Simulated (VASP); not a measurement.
# La2O3 (P-3m1) in VASP: dielectric tensor with PBE

Aim: the dielectric tensor of La2O3 with PBE.

Everything below comes from runs of VASP 6.6.1. Logs are shortened: lines on timing, memory, paths and dates and some standing lists are left out, and cuts for length are marked.

## Step 1: The cell of the first run

The structure is trigonal, space group P-3m1 (No. 164). The conventional cell has a = 3.935 Å, b = 3.935 Å, c = 6.126 Å, α = 90.00°, β = 90.00°, γ = 120.00°. Within 3.1 Å of La (site symmetry 3m) lie 7 O at 2.37 to 2.73 Å. O (site symmetry -3m) has 6 La at 2.73 Å and 6 O at 3.14 Å within 3.6 Å. O (site symmetry 3m) has 4 La at 2.37 to 2.45 Å and 6 O at 2.89 to 3.14 Å within 3.2 Å.

## Step 2: Dielectric tensor, PBE

Input file INCAR:

```
  ALGO = Normal
  EDIFF = 1E-8
  ENCUT = 520
  GGA = PE
  ISIF = 2
  ISMEAR = 0
  LASPH = T
  LCHARG = F
  LEPSILON = T
  LREAL = F
  LWAVE = F
  NELM = 60
  PREC = Accurate
  SIGMA = 0.01
```

Input file KPOINTS:

```
k-points
0
Gamma
  6 6 4
```

Input file POSCAR:

```
La2O3
1.0
    3.9350929413      0.0000000000      0.0000000000
   -1.9675464707      3.4078904534      0.0000000000
    0.0000000000      0.0000000000      6.1262268541
La O
2 3
Direct
    0.3333333333      0.6666666667      0.2461581727
    0.6666666667      0.3333333333      0.7538418273
    0.0000000000      0.0000000000      0.0000000000
    0.3333333333      0.6666666667      0.6461107659
    0.6666666667      0.3333333333      0.3538892341
```

Potentials or basis: VASP PAW PBE potentials, release 64 (La, O).

The run is started by

```
> cat potpaw_PBE.64/La/POTCAR potpaw_PBE.64/O/POTCAR > POTCAR
> mpirun -np 1 vasp_std > vasp.out
```

OUTCAR:

```text
EDIFF = 1E-8
   ENCUT = 520
   GGA = PE
   ISIF = 2
   ISMEAR = 0
   LASPH = T
   LEPSILON = T
   LREAL = F
   NELM = 60
   PREC = Accurate

 ion  position               nearest neighbor table
   1  0.333  0.667  0.246-   5 2.37   5 2.37   5 2.37   4 2.45   3 2.73   3 2.73   3 2.73
   2  0.667  0.333  0.754-   4 2.37   4 2.37   4 2.37   5 2.45   3 2.73   3 2.73   3 2.73
   3  0.000  0.000  0.000-   1 2.73   2 2.73   2 2.73   1 2.73   2 2.73   1 2.73
   4  0.333  0.667  0.646-   2 2.37   2 2.37   2 2.37   1 2.45
   5  0.667  0.333  0.354-   1 2.37   1 2.37   1 2.37   2 2.45

  LATTYP: Found a hexagonal cell.
 ALAT       =     3.9350929413
 C/A-ratio  =     1.5568188466

  Lattice vectors:

 A1 = (   3.9350929413,   0.0000000000,   0.0000000000)
 A2 = (  -1.9675464707,   3.4078904534,   0.0000000000)
 A3 = (   0.0000000000,   0.0000000000,   6.1262268541)

Analysis of symmetry for initial positions (statically):
=====================================================================
 Subroutine PRICEL returns:
 Original cell was already a primitive cell.

 Routine SETGRP: Setting up the symmetry group for a
 hexagonal supercell.

 Subroutine GETGRP returns: Found 12 space group operations
 (whereof 12 operations were pure point group operations)
 out of a pool of 24 trial point group operations.

The static configuration has the point symmetry D_3d.

Analysis of symmetry for dynamics (positions and initial velocities):
=====================================================================
 Subroutine PRICEL returns:
 Original cell was already a primitive cell.

 Routine SETGRP: Setting up the symmetry group for a
 hexagonal supercell.

 Subroutine GETGRP returns: Found 12 space group operations
 (whereof 12 operations were pure point group operations)
 out of a pool of 24 trial point group operations.

The dynamic configuration has the point symmetry D_3d.

 Subroutine INISYM returns: Found 12 space group operations
 (whereof 12 operations are pure point group operations),
 and found     1 'primitive' translations

----------------------------------------------------------------------------------------

                                     Primitive cell

  volume of cell :      82.1549

  direct lattice vectors                    reciprocal lattice vectors
     3.935092941  0.000000000  0.000000000     0.254123604  0.146718331  0.000000000
    -1.967546471  3.407890453  0.000000000     0.000000000  0.293436662  0.000000000
     0.000000000  0.000000000  6.126226854     0.000000000  0.000000000  0.163232610

  length of vectors
     3.935092941  3.935092941  6.126226854     0.293436662  0.293436662  0.163232610

  position of ions in fractional coordinates (direct lattice)
     0.333333333  0.666666667  0.246158173
     0.666666667  0.333333333  0.753841827
     0.000000000  0.000000000  0.000000000
     0.333333333  0.666666667  0.646110766
     0.666666667  0.333333333  0.353889234

  ion indices of the primitive-cell ions
   primitive index   ion index
                 1           1
                 2           2
                 3           3
                 4           4
                 5           5

----------------------------------------------------------------------------------------

 KPOINTS: k-points

Automatic generation of k-mesh.
 Grid dimensions read from file:
 generate k-points for:    6    6    4

 Generating k-lattice:

  Cartesian coordinates                     Fractional coordinates (reciprocal lattice)
     0.042353934  0.024453055  0.000000000     0.166666667  0.000000000  0.000000000
     0.000000000  0.048906110  0.000000000     0.000000000  0.166666667  0.000000000
     0.000000000  0.000000000  0.040808153     0.000000000  0.000000000  0.250000000

  Length of vectors
     0.048906110  0.048906110  0.040808153

  Shift w.r.t. Gamma in fractional coordinates (k-lattice)
     0.000000000  0.000000000  0.000000000

 Subroutine IBZKPT returns following result:
 ===========================================

 Found     24 irreducible k-points:

 Following reciprocal coordinates:
            Coordinates               Weight
  0.000000  0.000000  0.000000      1.000000
  0.166667  0.000000  0.000000      6.000000
  0.333333  0.000000  0.000000      6.000000
[... 37 lines left out ...]
   ENCUT  =  520.0 eV  38.22 Ry    6.18 a.u.   7.32  7.32 11.39*2*pi/ulx,y,z
   NELM   =     60;   NELMIN=  2; NELMDL= -5     # of ELM steps
   EDIFF  = 0.1E-07   stopping-criterion for ELM
   LREAL  =      F    real-space projection
   EDIFFG = 0.1E-06   stopping-criterion for IOM
   NSW    =      0    number of steps for IOM
   IBRION =     -1    ionic relax: 0-MD 1-quasi-New 2-CG
   NFREE  =      0    steps in history (QN), initial steepest desc. (CG)
   ISIF   =      2    stress and relaxation
   ISYM   =      2    0-nonsym 1-usesym 2-fastsym
   POTIM  = 0.5000    time-step for ionic-motion
   TEBEG  =    0.0;   TEEND  =   0.0 temperature during run
   PSTRESS=    0.0 pullay stress
   NELECT =      40.0000    total number of electrons
   NUPDOWN=      -1.0000    fix difference up-down
   EMIN   =  10.00;   EMAX   =-10.00  energy-range for DOS
   EFERMI =   0.00;   METHOD = LEGACY
   ISMEAR =     0;   SIGMA  =   0.01  broadening in eV -4-tet -1-fermi 0-gaus
   EFERMI_NEDOS =   21; number of points for ismear=-14 and -15
   IALGO  =     38    algorithm
   IMIX   =      4    mixing-type and parameters
     AMIX     =   0.40;   BMIX     =  1.00
     AMIX_MAG =   1.60;   BMIX_MAG =  1.00
  volume/ion in A,a.u.               =      16.43       110.88
  Fermi-wavevector in a.u.,A,eV,Ry     =   1.287904  2.433786 22.567950  1.658698
  Thomas-Fermi vector in A             =   2.419890
   LORBIT       =      0    0 simple, 1 ext, 2 COOP (PROOUT), +10 PAW based schemes
   GGA     = PE    functional components
   LHFCALC =     F    Hartree Fock is set to
   AEXX    =    0.0000 exact exchange contribution
   IVDW    =     0    specifies the selected vdW correction
   LEPSILON=     T    determine dielectric tensor
   LRPA    =     F    only Hartree local field effects (RPA)
 non-spin polarized calculation
 Gauss-broadening in eV      SIGMA  =   0.01
  energy-cutoff  :      520.00
  volume of cell :       82.15
 maximum number of plane-waves:      2249
 NGX is ok and might be reduce to    30
   NGX = 15   NGY = 15   NGZ = 23

--------------------------------------- Ionic step        1  -------------------------------------------

 number of electron      39.9999991 magnetization

 E-fermi :   5.9927     XC(G=0): -10.4502

 val. band max:        5.9331925143   @ k =   0.5000  -0.0000   0.5000
 cond. band min:       9.7892893144   @ k =   0.5000  -0.0000   0.0000
 fundamental gap:      3.8560968001
 Fermi energy:         5.9927409586

 k-point     1 :       0.0000    0.0000    0.0000
  band No.  band energies     occupation
      1     -23.9017      2.00000
      2     -23.6642      2.00000
      3     -10.9838      2.00000
      4      -9.7406      2.00000
      5      -9.3002      2.00000
      6      -7.3680      2.00000
[... 637 lines left out ...]
     23      10.8449      0.00000
     24      10.8449      0.00000

  FORCE on cell =-STRESS in cart. coord.  units (eV):
  Direction    XX          YY          ZZ          XY          YZ          ZX
  --------------------------------------------------------------------------------------
  -------------------------------------------------------------------------------------
  Total        0.4596839      0.4596839      0.6284072     -0.0000000      0.0000000      0.0000000
  in kB        8.9647079      8.9647079     12.2551342     -0.0000000      0.0000000      0.0000000
  external PRESSURE =      10.0615167 kB  Pullay stress =       0.0000000 kB

 VOLUME and BASIS-vectors are now :
 -----------------------------------------------------------------------------
  energy-cutoff  :      520.00
  volume of cell :       82.15
      direct lattice vectors                 reciprocal lattice vectors
     3.935092941  0.000000000  0.000000000     0.254123604  0.146718331  0.000000000
    -1.967546471  3.407890453  0.000000000     0.000000000  0.293436662  0.000000000
     0.000000000  0.000000000  6.126226854     0.000000000  0.000000000  0.163232610

 POSITION                                       TOTAL-FORCE (eV/Angst)
 -----------------------------------------------------------------------------------
     -0.00000      2.27193      1.50802        -0.000000      0.000000      0.037541
      1.96755      1.13596      4.61821         0.000000      0.000000     -0.037541
      0.00000      0.00000      0.00000         0.000000      0.000000     -0.000000
     -0.00000      2.27193      3.95822         0.000000     -0.000000      0.004228
      1.96755      1.13596      2.16801        -0.000000      0.000000     -0.004228
 -----------------------------------------------------------------------------------
    total drift:                               -0.000000      0.000000      0.000000

  FREE ENERGIE OF THE ION-ELECTRON SYSTEM (eV)
  ---------------------------------------------------
  free  energy   TOTEN  =       -41.8209587386 eV

  energy  without entropy=      -41.8209587386  energy(sigma->0) =      -41.82095874

 HEAD OF MICROSCOPIC STATIC DIELECTRIC TENSOR (INDEPENDENT PARTICLE, excluding Hartree and local field effects)
 ------------------------------------------------------
           4.978985    -0.000000     0.000000
          -0.000000     4.978985     0.000000
          -0.000000     0.000000     4.881469
 ------------------------------------------------------

 Free energy of the ion-electron system (eV)
  ---------------------------------------------------
  ---------------------------------------------------
  free energy    TOTEN  =        -0.93325725 eV

  energy without entropy =       -0.93325725

------------------------ aborting loop because EDIFF is reached ----------------------------------------

--------------------------------------- Ionic step        2  -------------------------------------------

------------------------ aborting loop because EDIFF is reached ----------------------------------------

--------------------------------------- Ionic step        3  -------------------------------------------

 Free energy of the ion-electron system (eV)
  ---------------------------------------------------
  ---------------------------------------------------
  free energy    TOTEN  =        -0.90630816 eV

  energy without entropy =       -0.90630816

------------------------ aborting loop because EDIFF is reached ----------------------------------------

 PIEZOELECTRIC TENSOR FIELD DIRECTION 3  (e Angst)
 -----------------------------------------------------------------------------
     0.00230  0.00000  0.00000           (  0.00001 -0.00000  0.00000)
    -0.00000  0.00230  0.00000           ( -0.00000  0.00001  0.00000)
    -0.00000 -0.00000 -0.00640           (  0.00000  0.00000 -0.00013)

 PIEZOELECTRIC TENSOR FIELD DIRECTION 3  (C/m^2)
 -----------------------------------------------------------------------------
     0.00045  0.00000  0.00000
    -0.00000  0.00045  0.00000
    -0.00000 -0.00000 -0.00125

 MACROSCOPIC STATIC DIELECTRIC TENSOR (including local field effects in DFT)
 ------------------------------------------------------
           4.811767    -0.000000    -0.000000
          -0.000000     4.811767     0.000000
           0.000000     0.000000     4.703780
 ------------------------------------------------------

 PIEZOELECTRIC TENSOR (including local field effects)  for field in x, y, z        (e  Angst)
          XX          YY          ZZ          XY          YZ          ZX
  --------------------------------------------------------------------------------
  x     0.00000     0.00000     0.00000     0.00000     0.00000     0.00000
  y     0.00000     0.00000     0.00000     0.00000     0.00000     0.00000
  z     0.00000     0.00000     0.00000     0.00000     0.00000     0.00000

 PIEZOELECTRIC TENSOR (including local field effects)  for field in x, y, z        (C/m^2)
          XX          YY          ZZ          XY          YZ          ZX
  --------------------------------------------------------------------------------
  x     0.00000     0.00000     0.00000     0.00000     0.00000     0.00000
  y     0.00000     0.00000     0.00000     0.00000     0.00000     0.00000
  z     0.00000     0.00000     0.00000     0.00000     0.00000     0.00000

 BORN EFFECTIVE CHARGES (including local field effects) (in |e|, cummulative output)
 ---------------------------------------------------------------------------------
 ion    1
    1     4.21484    -0.00000     0.00000
    2    -0.00000     4.21484     0.00000
    3     0.00000    -0.00000     3.83305
 ion    2
    1     4.21484    -0.00000     0.00000
    2    -0.00000     4.21484     0.00000
    3     0.00000     0.00000     3.83305
 ion    3
    1    -2.70945     0.00000     0.00000
    2     0.00000    -2.70945    -0.00000
    3    -0.00000     0.00000    -2.58326
 ion    4
    1    -2.86012     0.00000     0.00000
    2     0.00000    -2.86012     0.00000
    3     0.00000    -0.00000    -2.54142
 ion    5
    1    -2.86012     0.00000     0.00000
    2     0.00000    -2.86012     0.00000
    3     0.00000    -0.00000    -2.54142
```

It took 48 min on 1 thread of Intel Xeon 8259CL, shared host; peak memory 0.42 GiB.

Results:

```
Band gap on the k mesh                  : 3.86 eV (least direct gap 3.98 eV)
Electronic dielectric tensor (diagonal) : 4.81, 4.81, 4.70
Born charges (mean of the diagonal)     : La +4.09; O -2.67, -2.75 (each value once) e
```

Levels at points of the mesh, in eV from the valence-band top:
```csv
k point,band 17,band 18,band 19,band 20,band 21,band 22,band 23,band 24
"(0.00, 0.00, 0.00)",-1.64,-0.37,-0.37,-0.11,4.31,4.59,4.59,5.14
"(0.50, 0.00, 0.00)",-0.72,-0.65,-0.41,-0.29,3.86,4.70,5.15,5.18
"(0.00, 0.00, 0.50)",-0.99,-0.77,-0.28,-0.28,4.69,4.72,4.72,4.95
"(0.50, 0.00, 0.50)",-0.95,-0.69,-0.36,0.00,4.40,4.62,5.04,5.18
```

Electronic dielectric tensor:
```
4.81 0.00 0.00
0.00 4.81 0.00
0.00 0.00 4.70
```

Born effective charge tensors (e):
atom 1, La
```
4.21 0.00 0.00
0.00 4.21 0.00
0.00 0.00 3.83
```
atom 2, La
```
4.21 0.00 0.00
0.00 4.21 0.00
0.00 0.00 3.83
```
atom 3, O
```
-2.71  0.00  0.00
 0.00 -2.71  0.00
 0.00  0.00 -2.58
```
atom 4, O
```
-2.86  0.00  0.00
 0.00 -2.86  0.00
 0.00  0.00 -2.54
```
atom 5, O
```
-2.86  0.00  0.00
 0.00 -2.86  0.00
 0.00  0.00 -2.54
```

Caveat: spin-orbit coupling is left out, which moves the levels of the heavy elements.
